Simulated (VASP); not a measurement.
# Cs2AgBiBr6 (Fm-3m) in VASP: further runs

The runs below take Cs2AgBiBr6 through single point, with PBEsol.

All numbers are computed with VASP 6.6.1; they aren't measurements. Logs are shortened: lines on timing, memory, paths and dates and some standing lists are left out, and cuts for length are marked.

## 1. The cell of the first run

Symmetry: Fm-3m, No. 225, cubic system. Conventional cell: a = 11.187 Å, b = 11.187 Å, c = 11.187 Å, α = 90.00°, β = 90.00°, γ = 90.00°. Cs (site symmetry -43m) has 12 Br at 3.96 Å and 4 Ag at 4.84 Å and 4 Bi at 4.84 Å within 5.2 Å. Ag (site symmetry m-3m) has 6 Br at 2.75 Å within 3.6 Å. Within 3.7 Å of Bi (site symmetry m-3m) lie 6 Br at 2.84 Å. Within 3.6 Å of Br (site symmetry 4mm) lie 1 Ag at 2.75 Å and 1 Bi at 2.84 Å.

## 2. Single point, PBEsol

The input, INCAR:

```
PREC = Accurate
ENCUT = 520
EDIFF = 1E-6
ISMEAR = 0
SIGMA = 0.02
LREAL = False
LASPH = True
NELM = 60
ALGO = Normal
ISIF = 2
LWAVE = False
LCHARG = False
GGA = PS
NBANDS = 54
```

The input, KPOINTS:

```
Automatic mesh
0
Gamma
  4 4 4
```

The input, POSCAR:

```
Cs2AgBiBr6
1.0
    0.0000000000      5.5936878059      5.5936878059
    5.5936878059      0.0000000000      5.5936878059
    5.5936878059      5.5936878059      0.0000000000
Cs Ag Bi Br
2 1 1 6
Direct
    0.2500000000      0.2500000000      0.2500000000
    0.7500000000      0.7500000000      0.7500000000
    0.5000000000      0.5000000000      0.5000000000
    0.0000000000      0.0000000000      0.0000000000
    0.2539143111      0.7460856889      0.2539143111
    0.2539143111      0.7460856889      0.7460856889
    0.7460856889      0.2539143111      0.7460856889
    0.7460856889      0.2539143111      0.2539143111
    0.2539143111      0.2539143111      0.7460856889
    0.7460856889      0.7460856889      0.2539143111
```

Potentials or basis: VASP PAW PBE potentials, release 64 (Cs_sv, Ag, Bi_d, Br).

Run with:

```sh
$ cat potpaw_PBE.64/Cs_sv/POTCAR potpaw_PBE.64/Ag/POTCAR potpaw_PBE.64/Bi_d/POTCAR potpaw_PBE.64/Br/POTCAR > POTCAR
$ mpirun -np 1 vasp_std > vasp.out
```

OUTCAR:

```text
PREC = Accurate
   ENCUT = 520
   EDIFF = 1E-6
   ISMEAR = 0
   LREAL = False
   LASPH = True
   NELM = 60
   ISIF = 2
   GGA = PS

 ion  position               nearest neighbor table
   1  0.250  0.250  0.250-
   2  0.750  0.750  0.750-
   3  0.500  0.500  0.500-   5 2.75   6 2.75   7 2.75   8 2.75   9 2.75  10 2.75
   4  0.000  0.000  0.000-   5 2.84   6 2.84   7 2.84   8 2.84   9 2.84  10 2.84
   5  0.254  0.746  0.254-   3 2.75   4 2.84
   6  0.254  0.746  0.746-   3 2.75   4 2.84
   7  0.746  0.254  0.746-   3 2.75   4 2.84
   8  0.746  0.254  0.254-   3 2.75   4 2.84
   9  0.254  0.254  0.746-   3 2.75   4 2.84
  10  0.746  0.746  0.254-   3 2.75   4 2.84

  LATTYP: Found a face centered cubic cell.
 ALAT       =    11.1873756118

  Lattice vectors:

 A1 = (   0.0000000000,   5.5936878059,   5.5936878059)
 A2 = (   5.5936878059,   0.0000000000,   5.5936878059)
 A3 = (   5.5936878059,   5.5936878059,   0.0000000000)

Analysis of symmetry for initial positions (statically):
=====================================================================
 Subroutine PRICEL returns:
 Original cell was already a primitive cell.

 Routine SETGRP: Setting up the symmetry group for a
 face centered cubic supercell.

 Subroutine GETGRP returns: Found 48 space group operations
 (whereof 48 operations were pure point group operations)
 out of a pool of 48 trial point group operations.

The static configuration has the point symmetry O_h .

Analysis of symmetry for dynamics (positions and initial velocities):
=====================================================================
 Subroutine PRICEL returns:
 Original cell was already a primitive cell.

 Routine SETGRP: Setting up the symmetry group for a
 face centered cubic supercell.

 Subroutine GETGRP returns: Found 48 space group operations
 (whereof 48 operations were pure point group operations)
 out of a pool of 48 trial point group operations.

The dynamic configuration has the point symmetry O_h .

 Subroutine INISYM returns: Found 48 space group operations
 (whereof 48 operations are pure point group operations),
[... 95 lines left out ...]
   EDIFF  = 0.1E-05   stopping-criterion for ELM
   LREAL  =      F    real-space projection
   EDIFFG = 0.1E-04   stopping-criterion for IOM
   NSW    =      0    number of steps for IOM
   IBRION =     -1    ionic relax: 0-MD 1-quasi-New 2-CG
   NFREE  =      0    steps in history (QN), initial steepest desc. (CG)
   ISIF   =      2    stress and relaxation
   ISYM   =      2    0-nonsym 1-usesym 2-fastsym
   POTIM  = 0.5000    time-step for ionic-motion
   TEBEG  =    0.0;   TEEND  =   0.0 temperature during run
   PSTRESS=    0.0 pullay stress
   NELECT =      86.0000    total number of electrons
   NUPDOWN=      -1.0000    fix difference up-down
   EMIN   =  10.00;   EMAX   =-10.00  energy-range for DOS
   EFERMI =   0.00;   METHOD = LEGACY
   ISMEAR =     0;   SIGMA  =   0.02  broadening in eV -4-tet -1-fermi 0-gaus
   EFERMI_NEDOS =   21; number of points for ismear=-14 and -15
   IALGO  =     38    algorithm
   IMIX   =      4    mixing-type and parameters
     AMIX     =   0.40;   BMIX     =  1.00
     AMIX_MAG =   1.60;   BMIX_MAG =  1.00
  volume/ion in A,a.u.               =      35.00       236.22
  Fermi-wavevector in a.u.,A,eV,Ry     =   1.025336  1.937604 14.303987  1.051313
  Thomas-Fermi vector in A             =   2.159171
   LORBIT       =      0    0 simple, 1 ext, 2 COOP (PROOUT), +10 PAW based schemes
   GGA     = PS    functional components
   LHFCALC =     F    Hartree Fock is set to
   AEXX    =    0.0000 exact exchange contribution
   IVDW    =     0    specifies the selected vdW correction
   LEPSILON=     F    determine dielectric tensor
   LRPA    =     F    only Hartree local field effects (RPA)
 non-spin polarized calculation
 Gauss-broadening in eV      SIGMA  =   0.02
  energy-cutoff  :      520.00
  volume of cell :      350.05
 maximum number of plane-waves:      9453
 NGX is ok and might be reduce to    60
   NGX = 29   NGY = 29   NGZ = 29

 number of electron      86.0000003 magnetization

 Free energy of the ion-electron system (eV)
  ---------------------------------------------------
  ext. energy  EPLUGINS =         0.00000000
  ---------------------------------------------------
  free energy    TOTEN  =       -31.82795336 eV

  energy without entropy =      -31.82795336  energy(sigma->0) =      -31.82795336

 E-fermi :   1.5549     XC(G=0):  -8.4210

 val. band max:        1.4415125901   @ k =   0.5000   0.5000   0.0000
 cond. band min:       2.5393285322   @ k =   0.5000   0.0000   0.0000
 fundamental gap:      1.0978159421
 Fermi energy:         1.5548948443

 k-point     1 :       0.0000    0.0000    0.0000
  band No.  band energies     occupation
      1     -21.6542      2.00000
      2     -21.6542      2.00000
      3     -21.6166      2.00000
      4     -21.6166      2.00000
      5     -21.6166      2.00000
      6     -19.3375      2.00000
[... 445 lines left out ...]
     53       7.3408      0.00000
     54       7.6869      0.00000

------------------------ aborting loop because EDIFF is reached ----------------------------------------

  FORCE on cell =-STRESS in cart. coord.  units (eV):
  Direction    XX          YY          ZZ          XY          YZ          ZX
  --------------------------------------------------------------------------------------
  -------------------------------------------------------------------------------------
  Total        0.0248694      0.0248694      0.0248694      0.0000000     -0.0000000      0.0000000
  in kB        0.1138287      0.1138287      0.1138287      0.0000000     -0.0000000      0.0000000
  external PRESSURE =       0.1138287 kB  Pullay stress =       0.0000000 kB

 VOLUME and BASIS-vectors are now :
 -----------------------------------------------------------------------------
  energy-cutoff  :      520.00
  volume of cell :      350.05
      direct lattice vectors                 reciprocal lattice vectors
     0.000000000  5.593687806  5.593687806    -0.089386469  0.089386469  0.089386469
     5.593687806  0.000000000  5.593687806     0.089386469 -0.089386469  0.089386469
     5.593687806  5.593687806  0.000000000     0.089386469  0.089386469 -0.089386469

 POSITION                                       TOTAL-FORCE (eV/Angst)
 -----------------------------------------------------------------------------------
      2.79684      2.79684      2.79684         0.000000      0.000000      0.000000
      8.39053      8.39053      8.39053         0.000000      0.000000      0.000000
      5.59369      5.59369      5.59369         0.000000      0.000000      0.000000
      0.00000      0.00000      0.00000         0.000000      0.000000      0.000000
      5.59369      2.84063      5.59369         0.000000      0.006099      0.000000
      8.34674      5.59369      5.59369        -0.006099      0.000000      0.000000
      5.59369      8.34674      5.59369         0.000000     -0.006099      0.000000
      2.84063      5.59369      5.59369         0.006099      0.000000      0.000000
      5.59369      5.59369      2.84063         0.000000      0.000000      0.006099
      5.59369      5.59369      8.34674         0.000000      0.000000     -0.006099
 -----------------------------------------------------------------------------------
    total drift:                                0.000000      0.000000      0.000000

  FREE ENERGIE OF THE ION-ELECTRON SYSTEM (eV)
  ---------------------------------------------------
  free  energy   TOTEN  =       -31.8279533551 eV

  energy  without entropy=      -31.8279533551  energy(sigma->0) =      -31.82795336
```

It took 6.3 min on 1 thread of Oxide Virtual Turin-like, shared host; peak memory 0.56 GiB.

Results:

```yaml
Free_energy: -31.8280 eV
Pressure: 0.0 GPa
Largest_force: 0.006 eV/Å
Band_gap_on_the_k_mesh: 1.10 eV (least direct gap 2.33 eV)
```

Forces in eV/Å, atoms in the order of the input:
```
Cs   0.000  0.000  0.000
Cs   0.000  0.000  0.000
Ag   0.000  0.000  0.000
Bi   0.000  0.000  0.000
Br   0.000  0.006  0.000
Br  -0.006  0.000  0.000
Br   0.000 -0.006  0.000
Br   0.006  0.000  0.000
Br   0.000  0.000  0.006
Br   0.000  0.000 -0.006
```

Levels at points of the mesh, in eV from the valence-band top:
```tsv
k point	band 41	band 42	band 43	band 44	band 45	band 46
(0.00, 0.00, 0.00)	-1.25	-0.63	-0.63	2.06	2.06	2.06
(0.50, 0.00, 0.00)	-1.54	-1.26	-1.26	1.10	3.53	3.53
(0.50, 0.50, 0.00)	-1.27	-0.64	0.00	2.58	2.58	2.96
```

Caveat: the PAW data sets were made with another functional, which shifts forces and pressure a little; spin-orbit coupling is left out, which moves the levels of the heavy elements.

(Part 1 of 2 ends here.)
